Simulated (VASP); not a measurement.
C, 2 atoms in the cell. Symmetry: Imma, No. 74, orthorhombic system. The conventional cell has a = 2.412 Å, b = 2.632 Å, c = 3.567 Å, α = 90.00°, β = 90.00°, γ = 90.00°. Within 2.0 Å of C (site symmetry mm2) lie 4 C at 1.50 to 1.59 Å.  This cell differs from its parent crystal: strain +0.0875 x Voigt [0, 0, 0, 1, 0, 0].

| Property | Result |
| --- | --- |
| Program | VASP 6.6.1 |
| Task | single point |
| Functional | r2SCAN |
| Potentials or basis | VASP PAW PBE potentials, release 64 (C) |
| Cutoff | 520 eV |
| k mesh | 12 × 12 × 12 |
| Occupations | gaussian, width 0.05 eV |
| Spin | no spin polarisation |
| Dipole correction | no |
| Further INCAR settings | ALGO = Normal; EDIFF = 1e-06; NBANDS = 11 |

Potentials or basis: VASP PAW PBE potentials, release 64 (C).

Command:

```sh
$ cat potpaw_PBE.64/C/POTCAR > POTCAR
$ cp INCAR.step1 INCAR
$ mpirun -np 1 vasp_std > vasp.out
$ cp INCAR.step2 INCAR
$ mpirun -np 1 vasp_std > vasp.out
```

Hardware: 1 thread of Intel Xeon 8259CL (shared host).

How long does it take, and how much memory?

Wall time 2.8 min on 1 thread of Intel Xeon 8259CL, with other jobs on the host, peak memory 0.14 GiB. Counts: k points 280.
